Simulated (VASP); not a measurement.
# Hf3Br (Pm-3m) in VASP: a series of runs

The runs below take Hf3Br through single point, relaxation of cell and atoms, with PBE.

Everything below comes from runs of VASP 6.6.1. Logs are shortened: lines on timing, memory, paths and dates and some standing lists are left out, and cuts for length are marked.

### 1 The cell of the first run

The structure is cubic, space group Pm-3m (No. 221). The conventional cell has a = 4.432 Å, b = 4.432 Å, c = 4.432 Å, α = 90.00°, β = 90.00°, γ = 90.00°. Within 4.1 Å of Hf (site symmetry 4/mmm) lie 8 Hf at 3.13 Å and 4 Br at 3.13 Å. Br (site symmetry m-3m) has 12 Hf at 3.13 Å within 4.1 Å.

### 2 Single point, PBE

Input file INCAR:

```
SYSTEM = Hf3Br
PREC = Accurate
ENCUT = 520
EDIFF = 1E-6
ISMEAR = 0
SIGMA = 0.1
LREAL = .FALSE.
LASPH = .TRUE.
NELM = 80
ALGO = Normal
ISIF = 2
LWAVE = .FALSE.
LCHARG = .TRUE.
GGA = PE
LELF = .TRUE.
LVHAR = .TRUE.
NBANDS = 26
```

Input file KPOINTS:

```
Automatic mesh
0
G
  4 4 4
  0 0 0
```

Input file POSCAR:

```
Hf3Br
1.0
    4.4323592100      0.0000000000      0.0000000000
    0.0000000000      4.4323592100      0.0000000000
    0.0000000000      0.0000000000      4.4323592100
Hf Br
3 1
Direct
    0.0000000000      0.5000000000      0.5000000000
    0.5000000000      0.0000000000      0.5000000000
    0.5000000000      0.5000000000      0.0000000000
    0.0000000000      0.0000000000      0.0000000000
```

Potentials or basis: VASP PAW PBE potentials, release 64 (Hf_pv, Br).

Command:

```bash
cat potpaw_PBE.64/Hf_pv/POTCAR potpaw_PBE.64/Br/POTCAR > POTCAR
mpirun -np 1 vasp_std > vasp.out
```

OUTCAR:

```text
SYSTEM = Hf3Br
   PREC = Accurate
   ENCUT = 520
   EDIFF = 1E-6
   ISMEAR = 0
   LREAL = .FALSE.
   LASPH = .TRUE.
   NELM = 80
   ISIF = 2
   GGA = PE

 ion  position               nearest neighbor table
   1  0.000  0.500  0.500-   2 3.13   3 3.13   4 3.13   3 3.13   4 3.13   2 3.13   4 3.13   4 3.13
                             2 3.13   3 3.13   3 3.13   2 3.13
   2  0.500  0.000  0.500-   1 3.13   3 3.13   4 3.13   3 3.13   4 3.13   1 3.13   3 3.13   3 3.13
                             1 3.13   4 3.13   4 3.13   1 3.13
   3  0.500  0.500  0.000-   1 3.13   2 3.13   4 3.13   1 3.13   2 3.13   2 3.13   4 3.13   2 3.13
                             1 3.13   4 3.13   1 3.13   4 3.13
   4  0.000  0.000  0.000-   1 3.13   2 3.13   3 3.13   1 3.13   2 3.13   1 3.13   3 3.13   1 3.13
                             2 3.13   3 3.13   2 3.13   3 3.13

  LATTYP: Found a simple cubic cell.
 ALAT       =     4.4323592100

  Lattice vectors:

 A1 = (   4.4323592100,   0.0000000000,   0.0000000000)
 A2 = (   0.0000000000,   4.4323592100,   0.0000000000)
 A3 = (   0.0000000000,   0.0000000000,   4.4323592100)

Analysis of symmetry for initial positions (statically):
=====================================================================
 Subroutine PRICEL returns:
 Original cell was already a primitive cell.

 Routine SETGRP: Setting up the symmetry group for a
 simple cubic supercell.

 Subroutine GETGRP returns: Found 48 space group operations
 (whereof 48 operations were pure point group operations)
 out of a pool of 48 trial point group operations.

The static configuration has the point symmetry O_h .

Analysis of symmetry for dynamics (positions and initial velocities):
=====================================================================
 Subroutine PRICEL returns:
 Original cell was already a primitive cell.

 Routine SETGRP: Setting up the symmetry group for a
 simple cubic supercell.

 Subroutine GETGRP returns: Found 48 space group operations
 (whereof 48 operations were pure point group operations)
 out of a pool of 48 trial point group operations.

The dynamic configuration has the point symmetry O_h .

 Subroutine INISYM returns: Found 48 space group operations
 (whereof 48 operations are pure point group operations),
 and found     1 'primitive' translations

----------------------------------------------------------------------------------------

                                     Primitive cell

  volume of cell :      87.0773

  direct lattice vectors                    reciprocal lattice vectors
     4.432359210  0.000000000  0.000000000     0.225613483  0.000000000  0.000000000
     0.000000000  4.432359210  0.000000000     0.000000000  0.225613483  0.000000000
     0.000000000  0.000000000  4.432359210     0.000000000  0.000000000  0.225613483

  length of vectors
     4.432359210  4.432359210  4.432359210     0.225613483  0.225613483  0.225613483

  position of ions in fractional coordinates (direct lattice)
     0.000000000  0.500000000  0.500000000
     0.500000000  0.000000000  0.500000000
     0.500000000  0.500000000  0.000000000
     0.000000000  0.000000000  0.000000000

  ion indices of the primitive-cell ions
   primitive index   ion index
                 1           1
                 2           2
                 3           3
                 4           4

----------------------------------------------------------------------------------------

 KPOINTS: Automatic mesh

Automatic generation of k-mesh.
 Grid dimensions read from file:
 generate k-points for:    4    4    4

 Generating k-lattice:

  Cartesian coordinates                     Fractional coordinates (reciprocal lattice)
     0.056403371  0.000000000  0.000000000     0.250000000  0.000000000  0.000000000
     0.000000000  0.056403371  0.000000000     0.000000000  0.250000000  0.000000000
     0.000000000  0.000000000  0.056403371     0.000000000  0.000000000  0.250000000

  Length of vectors
     0.056403371  0.056403371  0.056403371

  Shift w.r.t. Gamma in fractional coordinates (k-lattice)
     0.000000000  0.000000000  0.000000000

 Subroutine IBZKPT returns following result:
 ===========================================

 Found     10 irreducible k-points:

 Following reciprocal coordinates:
            Coordinates               Weight
  0.000000  0.000000  0.000000      1.000000
  0.250000  0.000000  0.000000      6.000000
  0.500000  0.000000  0.000000      3.000000
  0.250000  0.250000  0.000000     12.000000
  0.500000  0.250000  0.000000     12.000000
  0.500000  0.500000  0.000000      3.000000
  0.250000  0.250000  0.250000      8.000000
  0.500000  0.250000  0.250000     12.000000
  0.500000  0.500000  0.250000      6.000000
  0.500000  0.500000  0.500000      1.000000
   k-points           NKPTS =     10   k-points in BZ     NKDIM =     10   number of bands    NBANDS=     26
   number of dos      NEDOS =    301   number of ions     NIONS =      4
   total plane-waves  NPLWV =  46656
   dimension x,y,z NGX =    36 NGY =   36 NGZ =   36
   dimension x,y,z NGXF=    72 NGYF=   72 NGZF=   72
   ions per type =               3   1
   NGX,Y,Z   is equivalent  to a cutoff of  13.50, 13.50, 13.50 a.u.
   NGXF,Y,Z  is equivalent  to a cutoff of  27.01, 27.01, 27.01 a.u.
 SYSTEM =  Hf3Br
   PREC   = accura    normal or accurate (medium, high low for compatibility)
   ISTART =      0    job   : 0-new  1-cont  2-samecut
   ICHARG =      2    charge: 1-file 2-atom 10-const
   ISPIN  =      1    spin polarized calculation?
   LNONCOLLINEAR =      F non collinear calculations
   LSORBIT =      F    spin-orbit coupling
   LASPH  =      T    aspherical Exc in radial PAW
   ENCUT  =  520.0 eV  38.22 Ry    6.18 a.u.   8.24  8.24  8.24*2*pi/ulx,y,z
   NELM   =     80;   NELMIN=  2; NELMDL= -5     # of ELM steps
   EDIFF  = 0.1E-05   stopping-criterion for ELM
   LREAL  =      F    real-space projection
   EDIFFG = 0.1E-04   stopping-criterion for IOM
   NSW    =      0    number of steps for IOM
   IBRION =     -1    ionic relax: 0-MD 1-quasi-New 2-CG
   NFREE  =      0    steps in history (QN), initial steepest desc. (CG)
   ISIF   =      2    stress and relaxation
   ISYM   =      2    0-nonsym 1-usesym 2-fastsym
   POTIM  = 0.5000    time-step for ionic-motion
   TEBEG  =    0.0;   TEEND  =   0.0 temperature during run
   PSTRESS=    0.0 pullay stress
   NELECT =      37.0000    total number of electrons
   NUPDOWN=      -1.0000    fix difference up-down
   EMIN   =  10.00;   EMAX   =-10.00  energy-range for DOS
   EFERMI =   0.00;   METHOD = LEGACY
   ISMEAR =     0;   SIGMA  =   0.10  broadening in eV -4-tet -1-fermi 0-gaus
   EFERMI_NEDOS =   21; number of points for ismear=-14 and -15
   IALGO  =     38    algorithm
   IMIX   =      4    mixing-type and parameters
     AMIX     =   0.40;   BMIX     =  1.00
     AMIX_MAG =   1.60;   BMIX_MAG =  1.00
  volume/ion in A,a.u.               =      21.77       146.91
  Fermi-wavevector in a.u.,A,eV,Ry     =   1.230761  2.325801 20.609739  1.514773
  Thomas-Fermi vector in A             =   2.365597
   LORBIT       =      0    0 simple, 1 ext, 2 COOP (PROOUT), +10 PAW based schemes
   GGA     = PE    functional components
   LHFCALC =     F    Hartree Fock is set to
   AEXX    =    0.0000 exact exchange contribution
   IVDW    =     0    specifies the selected vdW correction
   LEPSILON=     F    determine dielectric tensor
   LRPA    =     F    only Hartree local field effects (RPA)
 non-spin polarized calculation
 Gauss-broadening in eV      SIGMA  =   0.10
  energy-cutoff  :      520.00
  volume of cell :       87.08
 maximum number of plane-waves:      2360
 NGX is ok and might be reduce to    36
   NGX = 17   NGY = 17   NGZ = 17

 number of electron      36.9999999 magnetization

 Free energy of the ion-electron system (eV)
  ---------------------------------------------------
  ext. energy  EPLUGINS =         0.00000000
  ---------------------------------------------------
  free energy    TOTEN  =       -29.85375678 eV

  energy without entropy =      -29.82811636  energy(sigma->0) =      -29.84093657

 E-fermi :   5.7081     XC(G=0): -11.1437

 val. band max:        5.6830790634   @ k =   0.5000   0.2500   0.2500
 cond. band min:       5.7834348065   @ k =   0.5000   0.0000   0.0000
 fundamental gap:      0.1003557430
 Fermi energy:         5.7080544133

 k-point     1 :       0.0000    0.0000    0.0000
  band No.  band energies     occupation
      1     -25.3328      2.00000
      2     -25.3328      2.00000
      3     -25.3328      2.00000
      4     -25.0576      2.00000
      5     -25.0576      2.00000
      6     -25.0576      2.00000
[... 18 lines left out ...]
     25      10.4145      0.00000
     26      10.7197      0.00000

 k-point     2 :       0.2500    0.0000    0.0000
  band No.  band energies     occupation
      1     -25.2874      2.00000
      2     -25.2874      2.00000
      3     -25.2721      2.00000
      4     -25.0749      2.00000
      5     -25.0749      2.00000
      6     -25.0634      2.00000
[... 18 lines left out ...]
     25       8.8602      0.00000
     26       8.8602      0.00000

 k-point     3 :       0.5000    0.0000    0.0000
  band No.  band energies     occupation
      1     -25.2211      2.00000
      2     -25.2211      2.00000
      3     -25.1832      2.00000
      4     -25.1118      2.00000
      5     -25.1118      2.00000
      6     -25.0693      2.00000
[... 166 lines left out ...]
 k-point     9 :       0.5000    0.5000    0.2500
  band No.  band energies     occupation
      1     -25.3781      2.00000
      2     -25.2995      2.00000
      3     -25.2995      2.00000
      4     -25.2649      2.00000
      5     -24.9344      2.00000
      6     -24.9344      2.00000
[... 18 lines left out ...]
     25       8.1161      0.00000
     26       9.0121      0.00000

 k-point    10 :       0.5000    0.5000    0.5000
  band No.  band energies     occupation
      1     -25.3753      2.00000
      2     -25.3753      2.00000
      3     -25.3753      2.00000
      4     -25.3583      2.00000
      5     -24.8592      2.00000
      6     -24.8592      2.00000
[... 18 lines left out ...]
     25       8.6988      0.00000
     26       8.6988      0.00000

------------------------ aborting loop because EDIFF is reached ----------------------------------------

  FORCE on cell =-STRESS in cart. coord.  units (eV):
  Direction    XX          YY          ZZ          XY          YZ          ZX
  --------------------------------------------------------------------------------------
  -------------------------------------------------------------------------------------
  Total        0.1335115      0.1335115      0.1335115      0.0000000     -0.0000000      0.0000000
  in kB        2.4565439      2.4565439      2.4565439      0.0000000     -0.0000000      0.0000000
  external PRESSURE =       2.4565439 kB  Pullay stress =       0.0000000 kB

 VOLUME and BASIS-vectors are now :
 -----------------------------------------------------------------------------
  energy-cutoff  :      520.00
  volume of cell :       87.08
      direct lattice vectors                 reciprocal lattice vectors
     4.432359210  0.000000000  0.000000000     0.225613483  0.000000000  0.000000000
     0.000000000  4.432359210  0.000000000     0.000000000  0.225613483  0.000000000
     0.000000000  0.000000000  4.432359210     0.000000000  0.000000000  0.225613483

 POSITION                                       TOTAL-FORCE (eV/Angst)
 -----------------------------------------------------------------------------------
      0.00000      2.21618      2.21618         0.000000      0.000000      0.000000
      2.21618      0.00000      2.21618         0.000000      0.000000      0.000000
      2.21618      2.21618      0.00000         0.000000      0.000000      0.000000
      0.00000      0.00000      0.00000         0.000000      0.000000      0.000000
 -----------------------------------------------------------------------------------
    total drift:                                0.000000      0.000000      0.000000

  FREE ENERGIE OF THE ION-ELECTRON SYSTEM (eV)
  ---------------------------------------------------
  free  energy   TOTEN  =       -29.8537567810 eV

  energy  without entropy=      -29.8281163561  energy(sigma->0) =      -29.84093657
```

Wall time 12 s (1 thread of Intel Xeon 6975P-C (Granite Rapids), shared host); peak memory 0.21 GiB.

What came out:

| Quantity | Value |
| --- | --- |
| Free energy | -29.8538 eV |
| Pressure | 0.2 GPa |

Caveat: spin-orbit coupling is left out, which moves the levels of the heavy elements; an odd number of electrons without spin polarisation forces a metal; a magnetic or distorted state may lie lower.

[end of part 1 of 2]
